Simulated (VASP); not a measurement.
Runs of VASP 6.6.1 on Rb. The structure is that of space group Im-3m (No. 229), or close to it. The cells are those of the table. 

```csv
level,cell,k mesh,smearing,grid for exact exchange (PRECFOCK),gap on the mesh (eV),pressure (GPa)
PBE,"a = 4.912 Å, angles 109.5°, 1 atom",8 × 8 × 8,fermi-dirac 0.2 eV,-,none,0.0
PBE,"a = 4.912 Å, angles 109.5°, 1 atom",8 × 8 × 8,gaussian 1 eV,-,none,0.1
PBE0,"a = 4.912 Å, angles 109.5°, 1 atom",4 × 4 × 4,fermi-dirac 0.1 eV,Normal,none,(a)
PBE,"a = 4.977 Å, angles 109.5°, 1 atom",13 × 13 × 13,fermi-dirac 0.1 eV,-,none,-0.1
PBE,"a = 5.040 Å, angles 109.5°, 1 atom",13 × 13 × 13,fermi-dirac 0.1 eV,-,none,-0.2
PBE,"a = 4.912 Å, angles 109.5°, 1 atom",8 × 8 × 8,methfessel-paxton 0.1 eV,-,none,0.0
PBE,"a = 4.912 Å, angles 109.5°, 1 atom",8 × 8 × 8,fermi-dirac 1 eV,-,none,0.6
PBE,"a = 4.912 Å, angles 109.5°, 1 atom",8 × 8 × 8,fermi-dirac 0.01 eV,-,none,0.0
PBE,"a = 4.912 Å, angles 109.5°, 1 atom",8 × 8 × 8,gaussian 0.1 eV,-,none,0.0
PBE,"a = 4.912 Å, angles 109.5°, 1 atom",8 × 8 × 8,fermi-dirac 0.3 eV,-,none,0.1
PBE,"a = 4.912 Å, angles 109.5°, 1 atom",8 × 8 × 8,fermi-dirac 0.1 eV,-,none,0.0
PBE,"a = 4.912 Å, angles 109.5°, 1 atom",8 × 8 × 8,gaussian 0.03 eV,-,none,0.0
```

Alike in all rows: task single point; potentials or basis VASP PAW PBE potentials, release 64 (Rb_sv); no spin polarisation; cutoff (eV) 520.

Q: Fill in the values left out.

A: (a) 0.2.

Caveats: some runs use coarse meshes; the PAW data sets were made with another functional, which shifts forces and pressure a little (some runs).

A k mesh can miss the band edges, and the runs leave out spin-orbit coupling on Rb.

A gap of «none» marks levels without a gap at the run's occupations.
